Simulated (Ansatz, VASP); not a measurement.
## Two plane-wave programs on Bi

```xyz
2
Lattice="4.5541 0.0000 0.0000 -2.2770 3.9439 0.0000 0.0000 0.0000 11.8683" Properties=species:S:1:pos:R:3 pbc="T T T"
Bi    0.0000    2.6293    2.9671
Bi    2.2770    1.3146    8.9012
```

Change from the starting cell: volume scaled by 1.01, PAW files.

Alike in both runs: task electric field gradients; functional PBEsol; k mesh 9 × 9 × 3; occupations fermi-dirac, width 0.03 eV; no spin polarisation.

|  | VASP | Ansatz |
| --- | --- | --- |
| version | VASP 6.6.1 | Ansatz 0.2.0 |
| potentials or method | VASP PAW PBE potentials, release 64 (Bi_d) | PAW with Ansatz's default frozen-core files, scalar-relativistic |
| plane-wave cutoff (eV) | 520 | 420 |
| valence electrons in the cell | 30 | 30 |

```tsv
	VASP	Ansatz	Ansatz less VASP
pressure (GPa)	-3.5	-3.5	+0.02
traceless stress, the component that is largest in VASP (GPa)	3.11	3.11	-0.001
size of Vzz on the site where it differs most (V/Å²)	127.1	120.8	-6.25
```

VASP's potentials were made for PBE, not for PBEsol. The functional is the same, so the differences come from potentials, cutoffs and numerics.

Neither program's run includes spin-orbit coupling.
